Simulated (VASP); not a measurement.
# GaP (F-43m) in VASP: elastic constants with LDA

Aim: the elastic constants of GaP with LDA.

Program: VASP 6.6.1. These are calculated values, not measurements. Logs are shortened: lines on timing, memory, paths and dates and some standing lists are left out, and cuts for length are marked.

## Step 1: The cell of the first run

Symmetry: F-43m, No. 216, cubic system. Conventional cell: a = 5.391 Å, b = 5.391 Å, c = 5.391 Å, α = 90.00°, β = 90.00°, γ = 90.00°. Ga (site symmetry -43m) has 4 P at 2.33 Å within 3.1 Å. P (site symmetry -43m) has 4 Ga at 2.33 Å within 3.1 Å.

## Step 2: Elastic constants, LDA

Contents of INCAR:

```
PREC = Accurate
ENCUT = 600
EDIFF = 1E-8
ISMEAR = 0
SIGMA = 0.01
LREAL = False
LASPH = True
NELM = 100
ALGO = Normal
ISIF = 3
LWAVE = False
LCHARG = False
GGA = CA
IBRION = 6
NFREE = 2
POTIM = 0.015
NSW = 1
```

Contents of KPOINTS:

```
regular mesh
0
Gamma
  8 8 8
```

Contents of POSCAR:

```
GaP
1.0
    2.6956870601      2.6956870601      0.0000000000
   -2.6956870601      2.6956870601      0.0000000000
    0.0000000000      2.6956870601      2.6956870601
Ga P
1 1
Direct
    0.0000000000      0.0000000000      0.0000000000
    0.7500000000      0.2500000000      0.5000000000
```

Potentials or basis: VASP PAW LDA potentials, release 64 (Ga_d, P).

Command:

```
> cat potpaw_LDA.64/Ga_d/POTCAR potpaw_LDA.64/P/POTCAR > POTCAR
> mpirun -np 1 vasp_std > vasp.out
```

OUTCAR:

```text
PREC = Accurate
   ENCUT = 600
   EDIFF = 1E-8
   ISMEAR = 0
   LREAL = False
   LASPH = True
   NELM = 100
   ISIF = 3
   GGA = CA
   IBRION = 6
   NFREE = 2
   POTIM = 0.015
   NSW = 1

 ion  position               nearest neighbor table
   1  0.000  0.000  0.000-   2 2.33   2 2.33   2 2.33   2 2.33
   2  0.750  0.250  0.500-   1 2.33   1 2.33   1 2.33   1 2.33

  LATTYP: Found a face centered cubic cell.
 ALAT       =     5.3913741202

  Lattice vectors:

 A1 = (   0.0000000000,   2.6956870601,   2.6956870601)
 A2 = (   2.6956870601,   0.0000000000,   2.6956870601)
 A3 = (   2.6956870601,   2.6956870601,   0.0000000000)

Analysis of symmetry for initial positions (statically):
=====================================================================
 Subroutine PRICEL returns:
 Original cell was already a primitive cell.

 Routine SETGRP: Setting up the symmetry group for a
 face centered cubic supercell.

 Subroutine GETGRP returns: Found 24 space group operations
 (whereof 24 operations were pure point group operations)
 out of a pool of 48 trial point group operations.

The static configuration has the point symmetry T_d .

Analysis of symmetry for dynamics (positions and initial velocities):
=====================================================================
 Subroutine PRICEL returns:
 Original cell was already a primitive cell.

 Routine SETGRP: Setting up the symmetry group for a
 face centered cubic supercell.

 Subroutine GETGRP returns: Found 24 space group operations
 (whereof 24 operations were pure point group operations)
 out of a pool of 48 trial point group operations.

The dynamic configuration has the point symmetry T_d .

 Subroutine INISYM returns: Found 24 space group operations
 (whereof 24 operations are pure point group operations),
 and found     1 'primitive' translations

----------------------------------------------------------------------------------------

                                     Primitive cell

  volume of cell :      39.1777

  direct lattice vectors                    reciprocal lattice vectors
     2.695687060  2.695687060  0.000000000     0.185481471  0.185481471 -0.185481471
    -2.695687060  2.695687060  0.000000000    -0.185481471  0.185481471 -0.185481471
     0.000000000  2.695687060  2.695687060     0.000000000  0.000000000  0.370962941

  length of vectors
     3.812277200  3.812277200  3.812277200     0.321263331  0.321263331  0.370962941

  position of ions in fractional coordinates (direct lattice)
     0.000000000  0.000000000  0.000000000
     0.750000000  0.250000000  0.500000000

  ion indices of the primitive-cell ions
   primitive index   ion index
                 1           1
                 2           2

----------------------------------------------------------------------------------------

 KPOINTS: regular mesh

Automatic generation of k-mesh.
 Grid dimensions read from file:
 generate k-points for:    8    8    8

 Generating k-lattice:

  Cartesian coordinates                     Fractional coordinates (reciprocal lattice)
     0.023185184  0.023185184 -0.023185184     0.125000000  0.000000000  0.000000000
    -0.023185184  0.023185184 -0.023185184     0.000000000  0.125000000  0.000000000
     0.000000000  0.000000000  0.046370368     0.000000000  0.000000000  0.125000000

  Length of vectors
     0.040157916  0.040157916  0.046370368

  Shift w.r.t. Gamma in fractional coordinates (k-lattice)
     0.000000000  0.000000000  0.000000000

 Subroutine IBZKPT returns following result:
 ===========================================

 Found     29 irreducible k-points:

 Following reciprocal coordinates:
            Coordinates               Weight
  0.000000  0.000000  0.000000      1.000000
  0.125000  0.000000  0.000000      8.000000
  0.250000  0.000000  0.000000      8.000000
  0.375000  0.000000  0.000000      8.000000
  0.500000  0.000000  0.000000      4.000000
  0.125000  0.125000  0.000000     12.000000
[... 16 lines left out ...]
  0.375000  0.250000  0.125000     48.000000
  0.500000  0.250000  0.125000     24.000000
 [... further k-points ...]
   k-points           NKPTS =     29   k-points in BZ     NKDIM =     29   number of bands    NBANDS=     13
   number of dos      NEDOS =    301   number of ions     NIONS =      2
   total plane-waves  NPLWV =  27000
[... 34 lines left out ...]
     AMIX     =   0.40;   BMIX     =  1.00
     AMIX_MAG =   1.60;   BMIX_MAG =  1.00
  volume/ion in A,a.u.               =      19.59       132.19
  Fermi-wavevector in a.u.,A,eV,Ry     =   1.263241  2.387179 21.711873  1.595778
  Thomas-Fermi vector in A             =   2.396608
   LORBIT       =      0    0 simple, 1 ext, 2 COOP (PROOUT), +10 PAW based schemes
   GGA     = CA    functional components
   LHFCALC =     F    Hartree Fock is set to
   AEXX    =    0.0000 exact exchange contribution
   IVDW    =     0    specifies the selected vdW correction
   LEPSILON=     F    determine dielectric tensor
   LRPA    =     F    only Hartree local field effects (RPA)
 finite differences with symmetry
 non-spin polarized calculation
 Gauss-broadening in eV      SIGMA  =   0.01
  energy-cutoff  :      600.00
  volume of cell :       39.18
 maximum number of plane-waves:      1325
   NGX = 15   NGY = 15   NGZ = 15

--------------------------------------- Ionic step        1  -------------------------------------------

 number of electron      17.9999994 magnetization

 Free energy of the ion-electron system (eV)
  ---------------------------------------------------
  ext. energy  EPLUGINS =         0.00000000
  ---------------------------------------------------
  free energy    TOTEN  =       -10.45081579 eV

  energy without entropy =      -10.45081579  energy(sigma->0) =      -10.45081579

------------------------ aborting loop because EDIFF is reached ----------------------------------------

  FORCE on cell =-STRESS in cart. coord.  units (eV):
  Direction    XX          YY          ZZ          XY          YZ          ZX
  --------------------------------------------------------------------------------------
  -------------------------------------------------------------------------------------
  Total        0.0213656      0.0213656      0.0213656      0.0000000      0.0000000      0.0000000
  in kB        0.8737501      0.8737501      0.8737501      0.0000000      0.0000000      0.0000000
  external PRESSURE =       0.8737501 kB  Pullay stress =       0.0000000 kB
[... 89 lines left out ...]
  FREE ENERGIE OF THE ION-ELECTRON SYSTEM (eV)
  ---------------------------------------------------
  free  energy   TOTEN  =       -10.4465175882 eV

  energy  without entropy=      -10.4465175882  energy(sigma->0) =      -10.44651759

[... ionic steps 4 to 14 ...]

--------------------------------------- Ionic step       15  -------------------------------------------

 number of electron      17.9999997 magnetization

------------------------ aborting loop because EDIFF is reached ----------------------------------------
[... 67 lines left out ...]
--------------------------------------- Ionic step       17  -------------------------------------------

 number of electron      17.9999994 magnetization

 Free energy of the ion-electron system (eV)
  ---------------------------------------------------
  ext. energy  EPLUGINS =         0.00000000
  ---------------------------------------------------
  free energy    TOTEN  =       -10.44963494 eV

  energy without entropy =      -10.44963494  energy(sigma->0) =      -10.44963494

 E-fermi :   4.9359     XC(G=0): -10.3106

 val. band max:        4.8944969330   @ k =   0.0000   0.0000   0.0000
 cond. band min:       6.2711703697   @ k =   0.5000   0.5000   0.0000
 fundamental gap:      1.3766734367
 Fermi energy:         4.9359456184

 k-point     1 :       0.0000    0.0000    0.0000
  band No.  band energies     occupation
      1      -9.9214      2.00000
      2      -9.9192      2.00000
      3      -9.9163      2.00000
      4      -9.8105      2.00000
      5      -9.8105      2.00000
      6      -7.9120      2.00000
      7       4.8005      2.00000
      8       4.8486      2.00000
      9       4.8945      2.00000
     10       6.7574      0.00000
     11       8.6050      0.00000
     12       8.6309      0.00000
     13       8.6592      0.00000
[... 354 lines left out ...]
  band No.  band energies     occupation
      1     -10.0113      2.00000
      2      -9.8851      2.00000
      3      -9.8707      2.00000
      4      -9.8169      2.00000
      5      -9.8027      2.00000
      6      -5.2769      2.00000
      7      -1.8384      2.00000
      8       1.4805      2.00000
      9       2.8188      2.00000
     10       8.2926      0.00000
     11       9.0257      0.00000
     12      11.2985      0.00000
     13      12.7490      0.00000

 [... further k-points ...]
[... 5 lines left out ...]
  --------------------------------------------------------------------------------------
  -------------------------------------------------------------------------------------
  Total        0.0219619      0.0246556      0.0246556      0.0000000     -0.1215901      0.0000000
  in kB        0.8981351      1.0082950      1.0082950      0.0000000     -4.9724503      0.0000000
  external PRESSURE =       0.9715750 kB  Pullay stress =       0.0000000 kB
[... 17 lines left out ...]
  FREE ENERGIE OF THE ION-ELECTRON SYSTEM (eV)
  ---------------------------------------------------
  free  energy   TOTEN  =       -10.4496349394 eV

  energy  without entropy=      -10.4496349394  energy(sigma->0) =      -10.44963494

 INTERNAL STRAIN TENSORS FROM STRAINED CELLS
 ============================================

 INTERNAL STRAIN TENSOR FOR ION    1 for displacements in x,y,z  (eV/Angst):
          X           Y           Z          XY          YZ          ZX
  --------------------------------------------------------------------------------
  x    -0.00000    -0.00000     0.00000     0.00000    -8.11466    -0.00000
  y     0.00000     0.00000     0.00000    -0.00000     0.00000    -8.11363
  z    -0.00000    -0.00000     0.00000    -8.11449    -0.00000     0.00000

 INTERNAL STRAIN TENSORS FROM DISPLACED ATOMS
 ============================================

 INTERNAL STRAIN TENSOR FOR ION    1 for displacements in x,y,z  (eV/Angst):
          X           Y           Z          XY          YZ          ZX
  --------------------------------------------------------------------------------
  x     0.00000     0.00000     0.00000     0.00000    -8.10969     0.00000
  y     0.00000     0.00000     0.00000     0.00000     0.00000    -8.10969
  z     0.00000     0.00000     0.00000    -8.10969     0.00000     0.00000

 INTERNAL STRAIN TENSOR FOR ION    2 for displacements in x,y,z  (eV/Angst):
          X           Y           Z          XY          YZ          ZX
  --------------------------------------------------------------------------------
  x     0.00000     0.00000     0.00000     0.00000     8.10259     0.00000
  y    -0.00000     0.00000    -0.00000     0.00000     0.00000     8.10259
  z     0.00000     0.00000     0.00000     8.10259     0.00000     0.00000

 Eigenvectors and eigenvalues of the dynamical matrix
 ----------------------------------------------------

   1 f  =   10.934623 THz    68.704262 2PiTHz  364.739762 cm-1    45.221947 meV
             X         Y         Z           dx          dy          dz
      0.000000  0.000000  0.000000     0.554313   -0.000000    0.000000
      1.347844  4.043531  1.347844    -0.832309   -0.000000    0.000000
[... 21 lines left out ...]
   6 f/i=    0.003954 THz     0.024843 2PiTHz    0.131890 cm-1     0.016352 meV
             X         Y         Z           dx          dy          dz
      0.000000  0.000000  0.000000     0.831013    0.006224    0.046002
      1.347844  4.043531  1.347844     0.553450    0.004145    0.030637

--------------------------------------------------------------------------------------------------------

 ELASTIC MODULI CONTR FROM IONIC RELAXATION (kBar)
 Direction    XX          YY          ZZ          XY          YZ          ZX
 --------------------------------------------------------------------------------
 XX          -0.0000     -0.0000     -0.0000     -0.0000     -0.0000      0.0000
 YY          -0.0000     -0.0000     -0.0000     -0.0000     -0.0000     -0.0000
 ZZ          -0.0000     -0.0000     -0.0000     -0.0000     -0.0000      0.0000
 XY          -0.0000     -0.0000     -0.0000   -256.1938      0.0000     -0.0000
 YZ          -0.0000     -0.0000     -0.0000      0.0000   -256.1938      0.0000
 ZX           0.0000     -0.0000      0.0000     -0.0000      0.0000   -256.1938
 --------------------------------------------------------------------------------

 TOTAL ELASTIC MODULI (kBar)
 Direction    XX          YY          ZZ          XY          YZ          ZX
 --------------------------------------------------------------------------------
 XX        1421.7299    639.5539    639.5539      0.0000     -0.0000      0.0000
 YY         639.5539   1421.7299    639.5539     -0.0000     -0.0000     -0.0000
 ZZ         639.5539    639.5539   1421.7299     -0.0000      0.0000      0.0000
 XY           0.0000     -0.0000     -0.0000    710.9198      0.0000     -0.0000
 YZ          -0.0000     -0.0000      0.0000      0.0000    710.9198      0.0000
 ZX           0.0000     -0.0000      0.0000     -0.0000      0.0000    710.9198
 --------------------------------------------------------------------------------
```

It took 8.3 min on 1 thread of AMD EPYC 7R13 (Zen 3), shared host; peak memory 0.27 GiB.

What came out:

```yaml
Elastic_constants_C11_C12_C44: 142, 64, 71 GPa
Voigt_bulk_modulus: 90 GPa
Highest_phonon_frequency_at_Γ_LO-TO_splitting_left_out: 365 cm⁻¹
```

Phonon frequencies in cm⁻¹ (negative: imaginary):
```csv
q point,frequencies
"(0.000, 0.000, 0.000)",0 0 0 365 365 365
```

Elastic tensor in Voigt notation (GPa, in the Cartesian axes of the cell as first typed):
```
142  64  64   0   0   0
 64 142  64   0   0   0
 64  64 142   0   0   0
  0   0   0  71   0   0
  0   0   0   0  71   0
  0   0   0   0   0  71
```

Clamped-ion elastic tensor (GPa):
```
142  64  64   0   0   0
 64 142  64   0   0   0
 64  64 142   0   0   0
  0   0   0  97   0   0
  0   0   0   0  97   0
  0   0   0   0   0  97
```
